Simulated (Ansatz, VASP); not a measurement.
## Two plane-wave programs on SrTiO3

```xyz
5
Lattice="3.8253 0.0000 0.0000 0.0000 3.8253 0.0000 0.0000 0.0000 3.8253" Properties=species:S:1:pos:R:3 pbc="T T T"
Sr    0.0000    0.0000    0.0000
Ti    1.9126    1.9126    1.9126
O     0.0000    1.9126    1.9126
O     1.9126    0.0000    1.9126
O     1.9126    1.9126    0.0000
```

Change from the starting cell: volume scaled by 0.94, ions relaxed.

Alike in both runs: functional PBE; k mesh 8 × 8 × 8; occupations fermi-dirac, width 0.02 eV; no spin polarisation.

Ansatz relaxed the structure, and its values are those at the end. VASP's run is a single point on that final structure, the one shown.

```csv
,VASP,Ansatz
version,VASP 6.6.1,Ansatz 0.2.0
potentials or method,"VASP PAW PBE potentials, release 64 (Sr_sv, Ti_sv, O)","plane-wave PAW, scalar-relativistic"
plane-wave cutoff (eV),600,420
valence electrons in the cell,40,40
```

VASP gave:

| Property | Result |
| --- | --- |
| gap on the k mesh at the Fermi level (eV) | 1.97 |
| pressure (GPa) | 18.2 |

Which values does Ansatz return?

gap on the k mesh at the Fermi level (eV): 2.00; pressure (GPa): 17.7.

Ansatz's warnings: stress scf threshold loose.
